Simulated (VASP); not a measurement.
# N2 in VASP: single point with PBE+D3(BJ)

Aim: the single point of N2 with PBE+D3(BJ).

Everything below comes from runs of VASP 6.6.1. Logs are shortened: lines on timing, memory, paths and dates and some standing lists are left out, and cuts for length are marked.

## (1) The cell of the first run

The cell holds a molecule in a box, 2 atoms: a = 7.602 Å, b = 7.602 Å, c = 24.983 Å, α = 90.00°, β = 90.00°, γ = 120.00°.

## (2) Single point, PBE+D3(BJ)

Input file INCAR:

```
PREC = Accurate ; ENCUT = 520
EDIFF = 1E-6 ; ISMEAR = 0
SIGMA = 0.05 ; LREAL = False
LASPH = True ; NELM = 120
ALGO = Normal ; ISIF = 2
LWAVE = False ; LCHARG = False
LDIPOL = True ; IDIPOL = 3
DIPOL = 0.5 0.5 0.702 ; GGA = PE
IVDW = 12 ; NBANDS = 12
GGA_COMPAT = False ; NELMDL = -8
```

Input file KPOINTS:

```
regular mesh
0
Gamma
  3 3 1
```

Input file POSCAR:

```
N
1.0
    7.6016913818      0.0000000000      0.0000000000
   -3.8008456909      6.5832578483      0.0000000000
    0.0000000000      0.0000000000     24.9825994003
N
2
Direct
    0.1495390595      0.9445603041      0.7104580662
    0.0921936523      0.7903846286      0.6943355948
```

Potentials or basis: VASP PAW PBE potentials, release 64 (N).

The run is started by

```bash
$ cat potpaw_PBE.64/N/POTCAR > POTCAR
$ mpirun -np 1 vasp_std > vasp.out
```

OUTCAR:

```text
PREC = Accurate
   ENCUT = 520
   EDIFF = 1E-6
   ISMEAR = 0
   LREAL = False
   LASPH = True
   NELM = 120
   ISIF = 2
   GGA = PE
   IVDW = 12
   NELMDL = -8
 IVDW          = 12

 ion  position               nearest neighbor table
   1  0.150  0.945  0.710-   2 1.10
   2  0.092  0.790  0.694-   1 1.10

  LATTYP: Found a hexagonal cell.
 ALAT       =     7.6016913818
 C/A-ratio  =     3.2864527308

  Lattice vectors:

 A1 = (   7.6016913818,   0.0000000000,   0.0000000000)
 A2 = (  -3.8008456909,   6.5832578483,   0.0000000000)
 A3 = (   0.0000000000,   0.0000000000,  24.9825994003)

Analysis of symmetry for initial positions (statically):
=====================================================================
 Subroutine PRICEL returns:
 Original cell was already a primitive cell.

 Routine SETGRP: Setting up the symmetry group for a
 hexagonal supercell.

 Subroutine GETGRP returns: Found  2 space group operations
 (whereof  1 operations were pure point group operations)
 out of a pool of 24 trial point group operations.

The static configuration has the point symmetry C_1 .
 The point group associated with its full space group is S_2 .

Analysis of symmetry for dynamics (positions and initial velocities):
=====================================================================
 Subroutine PRICEL returns:
 Original cell was already a primitive cell.

 Routine SETGRP: Setting up the symmetry group for a
 hexagonal supercell.

 Subroutine GETGRP returns: Found  2 space group operations
 (whereof  1 operations were pure point group operations)
 out of a pool of 24 trial point group operations.

The dynamic configuration has the point symmetry C_1 .
 The point group associated with its full space group is S_2 .

 Subroutine INISYM returns: Found  2 space group operations
 (whereof  1 operations are pure point group operations),
 and found     1 'primitive' translations

----------------------------------------------------------------------------------------

                                     Primitive cell

  volume of cell :    1250.2266

  direct lattice vectors                    reciprocal lattice vectors
     7.601691382  0.000000000  0.000000000     0.131549671  0.075950238  0.000000000
    -3.800845691  6.583257848  0.000000000     0.000000000  0.151900476  0.000000000
     0.000000000  0.000000000 24.982599400     0.000000000  0.000000000  0.040027860

  length of vectors
     7.601691382  7.601691382 24.982599400     0.151900476  0.151900476  0.040027860

  position of ions in fractional coordinates (direct lattice)
     0.149539060  0.944560304  0.710458066
     0.092193652  0.790384629  0.694335595

  ion indices of the primitive-cell ions
   primitive index   ion index
                 1           1
                 2           2

----------------------------------------------------------------------------------------

 KPOINTS: regular mesh

Automatic generation of k-mesh.
 Grid dimensions read from file:
 generate k-points for:    3    3    1

 Generating k-lattice:

  Cartesian coordinates                     Fractional coordinates (reciprocal lattice)
     0.043849890  0.025316746  0.000000000     0.333333333  0.000000000  0.000000000
     0.000000000  0.050633492  0.000000000     0.000000000  0.333333333  0.000000000
     0.000000000  0.000000000  0.040027860     0.000000000  0.000000000  1.000000000

  Length of vectors
     0.050633492  0.050633492  0.040027860

  Shift w.r.t. Gamma in fractional coordinates (k-lattice)
     0.000000000  0.000000000  0.000000000

 Subroutine IBZKPT returns following result:
 ===========================================

 Found      5 irreducible k-points:

 Following reciprocal coordinates:
            Coordinates               Weight
  0.000000  0.000000  0.000000      1.000000
  0.333333 -0.000000  0.000000      2.000000
  0.000000  0.333333  0.000000      2.000000
 -0.333333  0.333333  0.000000      2.000000
  0.333333  0.333333  0.000000      2.000000
   k-points           NKPTS =      5   k-points in BZ     NKDIM =      5   number of bands    NBANDS=     12
   number of dos      NEDOS =    301   number of ions     NIONS =      2
   total plane-waves  NPLWV = 691200
   dimension x,y,z NGX =    60 NGY =   60 NGZ =  192
   dimension x,y,z NGXF=   120 NGYF=  120 NGZF=  384
   ions per type =               2
   NGX,Y,Z   is equivalent  to a cutoff of  13.12, 13.12, 12.78 a.u.
   NGXF,Y,Z  is equivalent  to a cutoff of  26.24, 26.24, 25.55 a.u.
 SYSTEM =  unknown system
   PREC   = accura    normal or accurate (medium, high low for compatibility)
   ISTART =      0    job   : 0-new  1-cont  2-samecut
   ICHARG =      2    charge: 1-file 2-atom 10-const
   ISPIN  =      1    spin polarized calculation?
   LNONCOLLINEAR =      F non collinear calculations
   LSORBIT =      F    spin-orbit coupling
   LASPH  =      T    aspherical Exc in radial PAW
   ENCUT  =  520.0 eV  38.22 Ry    6.18 a.u.  14.13 14.13 46.45*2*pi/ulx,y,z
   NELM   =    120;   NELMIN=  2; NELMDL= -8     # of ELM steps
   EDIFF  = 0.1E-05   stopping-criterion for ELM
   LREAL  =      F    real-space projection
[... 7 lines left out ...]
   TEBEG  =    0.0;   TEEND  =   0.0 temperature during run
   PSTRESS=    0.0 pullay stress
   NELECT =      10.0000    total number of electrons
   NUPDOWN=      -1.0000    fix difference up-down
   EMIN   =  10.00;   EMAX   =-10.00  energy-range for DOS
   EFERMI =   0.00;   METHOD = LEGACY
   ISMEAR =     0;   SIGMA  =   0.05  broadening in eV -4-tet -1-fermi 0-gaus
   EFERMI_NEDOS =   21; number of points for ismear=-14 and -15
   IALGO  =     38    algorithm
   IMIX   =      4    mixing-type and parameters
     AMIX     =   0.40;   BMIX     =  1.00
     AMIX_MAG =   1.60;   BMIX_MAG =  1.00
  volume/ion in A,a.u.               =     625.11      4218.47
  Fermi-wavevector in a.u.,A,eV,Ry     =   0.327400  0.618696  1.458418  0.107191
  Thomas-Fermi vector in A             =   1.220094
   LORBIT       =      0    0 simple, 1 ext, 2 COOP (PROOUT), +10 PAW based schemes
   GGA     = PE    functional components
   LHFCALC =     F    Hartree Fock is set to
   AEXX    =    0.0000 exact exchange contribution
   IVDW    =    12    specifies the selected vdW correction
   LEPSILON=     F    determine dielectric tensor
   LRPA    =     F    only Hartree local field effects (RPA)
 non-spin polarized calculation
 Gauss-broadening in eV      SIGMA  =   0.05
  energy-cutoff  :      520.00
  volume of cell :     1250.23
 maximum number of plane-waves:     33699
 NGX is ok and might be reduce to    60
   NGX = 29   NGY = 29   NGZ = 93

 dipolmoment           0.000000      0.000000     -0.000080 electrons x Angstroem

 number of electron      10.0000000 magnetization

 dipolmoment           0.000000      0.000000      0.000004 electrons x Angstroem

 Free energy of the ion-electron system (eV)
  ---------------------------------------------------
  ext. energy  EPLUGINS =         0.00000000
  ---------------------------------------------------
  free energy    TOTEN  =       -16.64269697 eV

  energy without entropy =      -16.64269697  energy(sigma->0) =      -16.64269697

 E-fermi :  -9.8559     XC(G=0):  -0.4801

 val. band max:      -10.0854181632   @ k =   0.3333   0.3333   0.0000
 cond. band min:      -1.9009384962   @ k =  -0.3333   0.3333   0.0000
 fundamental gap:      8.1844796670
 Fermi energy:        -9.8559430997

 k-point     1 :       0.0000    0.0000    0.0000
  band No.  band energies     occupation
      1     -28.2387      2.00000
      2     -13.3527      2.00000
      3     -11.5068      2.00000
      4     -11.5065      2.00000
      5     -10.0873      2.00000
      6      -1.8939      0.00000
      7      -1.8896      0.00000
      8      -0.3324      0.00000
      9       0.1741      0.00000
     10       0.1947      0.00000
     11       0.7791      0.00000
     12       0.9320      0.00000

 k-point     2 :       0.3333   -0.0000    0.0000
  band No.  band energies     occupation
      1     -28.2387      2.00000
      2     -13.3528      2.00000
      3     -11.5069      2.00000
      4     -11.5068      2.00000
      5     -10.0864      2.00000
      6      -1.8964      0.00000
      7      -1.8812      0.00000
      8       0.0283      0.00000
      9       0.5531      0.00000
     10       0.5770      0.00000
     11       1.0964      0.00000
     12       1.1527      0.00000

 k-point     3 :       0.0000    0.3333    0.0000
  band No.  band energies     occupation
      1     -28.2386      2.00000
      2     -13.3532      2.00000
      3     -11.5069      2.00000
      4     -11.5067      2.00000
      5     -10.0856      2.00000
      6      -1.8886      0.00000
      7      -1.8799      0.00000
      8       0.0070      0.00000
      9       0.5573      0.00000
     10       0.5759      0.00000
     11       1.0519      0.00000
     12       1.1637      0.00000

 k-point     4 :      -0.3333    0.3333    0.0000
  band No.  band energies     occupation
      1     -28.2386      2.00000
      2     -13.3530      2.00000
      3     -11.5069      2.00000
      4     -11.5067      2.00000
      5     -10.0860      2.00000
      6      -1.9009      0.00000
      7      -1.8836      0.00000
      8       0.0243      0.00000
      9       0.5544      0.00000
     10       0.5769      0.00000
     11       1.0979      0.00000
     12       1.1552      0.00000

 k-point     5 :       0.3333    0.3333    0.0000
  band No.  band energies     occupation
      1     -28.2387      2.00000
      2     -13.3532      2.00000
      3     -11.5069      2.00000
      4     -11.5068      2.00000
      5     -10.0854      2.00000
      6      -1.8878      0.00000
      7      -1.8862      0.00000
      8       0.6772      0.00000
      9       0.7331      0.00000
     10       0.7962      0.00000
     11       1.1924      0.00000
     12       1.3413      0.00000

------------------------ aborting loop because EDIFF is reached ----------------------------------------

 vacuum level on the upper side and lower side of the slab       (xc-potential included)        -0.004        -0.004

 Edisp (eV)   -0.01281

 E8    (eV) :    -0.0036

  FORCE on cell =-STRESS in cart. coord.  units (eV):
  Direction    XX          YY          ZZ          XY          YZ          ZX
  --------------------------------------------------------------------------------------
  -------------------------------------------------------------------------------------
  Total      -0.02513     1.52515     0.19273    -0.23494     0.62981    -0.09302
  in kB      -0.03221     1.95450     0.24698    -0.30108     0.80711    -0.11920
  external pressure =        0.72 kB  Pullay stress =        0.00 kB

 VOLUME and BASIS-vectors are now :
 -----------------------------------------------------------------------------
  energy-cutoff  :      520.00
  volume of cell :     1250.23
      direct lattice vectors                 reciprocal lattice vectors
     7.601691382  0.000000000  0.000000000     0.131549671  0.075950238  0.000000000
    -3.800845691  6.583257848  0.000000000     0.000000000  0.151900476  0.000000000
     0.000000000  0.000000000 24.982599400     0.000000000  0.000000000  0.040027860

 POSITION                                       TOTAL-FORCE (eV/Angst)
 -----------------------------------------------------------------------------------
     -2.45338      6.21828     17.74909        -0.234550      1.587520      0.630600
     -2.30330      5.20331     17.34631         0.234550     -1.587520     -0.630600
 -----------------------------------------------------------------------------------
    total drift:                               -0.000002      0.000003     -0.000001

  FREE ENERGIE OF THE ION-ELECTRON SYSTEM (eV)
  ---------------------------------------------------
  free  energy   TOTEN  =       -16.6555028559 eV

  energy  without entropy=      -16.6555028559  energy(sigma->0) =      -16.65550286

 vacuum level on the upper side and lower side of the slab         0.118         0.118
```

Wall time 3.4 min (1 thread of AMD EPYC 7R13 (Zen 3), shared host); peak memory 1.1 GiB.

What came out:

| Quantity | Value |
| --- | --- |
| Free energy | -16.6555 eV |
| Largest force | 1.724 eV/Å |
| Gap between the frontier levels | 8.18 eV |
| Dispersion energy per atom | -0.006 eV |

Forces on the atoms (eV/Å):
```
N   -0.235  1.588  0.631
N    0.235 -1.588 -0.631
```

Caveat: the standard files for N, O and F lose accuracy on very short bonds.
